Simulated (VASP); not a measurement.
Crystal: BP.

```
P B
1.0
     0.00000    2.25377    2.25377
     2.25377    0.00000    2.25377
     2.25377    2.25377    0.00000
P B
1 1
Direct
  0.75000 0.75000 0.75000
  0.00000 0.00000 0.00000
```

Program: VASP 6.6.1. Alike in all runs: task single point; no spin polarisation; cell as given; k mesh 10 × 10 × 10; cutoff (eV) 520; smearing fermi-dirac 0.05 eV.

Question: Order these runs on this cell by their pressure, lowest first.
A. level r2SCAN+rVV10; potentials or basis VASP PAW PBE potentials, release 64 (P, B)
B. level revPBE; potentials or basis VASP PAW PBE potentials, release 64 (P, B)
C. level LDA; potentials or basis VASP PAW LDA potentials, release 64 (P, B)
D. level r2SCAN+D3(BJ); potentials or basis VASP PAW PBE potentials, release 64 (P, B)
E. level BLYP; potentials or basis VASP PAW PBE potentials, release 64 (P, B)

Answer: C (-2.1 GPa), D (0.7 GPa), A (2.3 GPa), B (6.4 GPa), E (9.5 GPa).

Caveats: the PAW data sets were made with another functional, which shifts forces and pressure a little (some runs).
